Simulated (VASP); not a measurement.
Wanted: the native input for a VASP 6.6.1 run.

* Task: single point
* Functional: PBEsol
* Potentials or basis: VASP PAW PBE potentials, release 64 (Cu)
* Cutoff: 520 eV
* k mesh: 6 × 6 × 6
* Occupations: methfessel-paxton, width 0.1 eV
* Spin: no spin polarisation
* Dipole correction: no
* Further INCAR settings: ALGO = Normal; EDIFF = 1e-06; NBANDS = 12

The structure of Cu lies in POSCAR:

```
Cu
1.0
   -1.4427930000      1.4427930000      1.3760810000
    1.4427930000     -1.4427930000      1.3760810000
    1.4427930000      1.4427930000     -1.3760810000
Cu
1
Direct
    0.0000000000      0.0000000000      0.0000000000
```

These files were run (other wordings do the same):

INCAR

```
SYSTEM = Cu
PREC     = Accurate       ! precision mode
ENCUT    = 520            ! plane-wave cutoff, eV
EDIFF    = 1E-6           ! SCF threshold, eV
ISMEAR   = 1              ! smearing method
SIGMA    = 0.1            ! smearing width, eV
LREAL    = .False.        ! projectors in reciprocal space
LASPH    = .True.         ! aspherical terms in the spheres
NELM     = 80             ! most SCF steps
ALGO     = Normal         ! electronic algorithm
ISIF     = 2              ! what is computed and relaxed
LWAVE    = .False.        ! write WAVECAR
LCHARG   = .False.        ! write CHGCAR
GGA      = PS             ! functional
NBANDS   = 12             ! bands
```

KPOINTS

```
regular mesh
0
Gamma
  6 6 6
  0 0 0
```

Potentials or basis: VASP PAW PBE potentials, release 64 (Cu).

Launch:

```sh
$ cat potpaw_PBE.64/Cu/POTCAR > POTCAR
$ mpirun -np 1 vasp_std > vasp.out
```

Results of the run:

- Pressure: -0.2 GPa

Caveat: the k points lie up to 0.53 Å⁻¹ apart; the PAW data sets were made with another functional, which shifts forces and pressure a little.

Wall time 2.7 s on 1 thread of Intel(R) Xeon(R) Platinum 8488C (Sapphire Rapids), with other jobs on the host, peak memory 0.11 GiB.
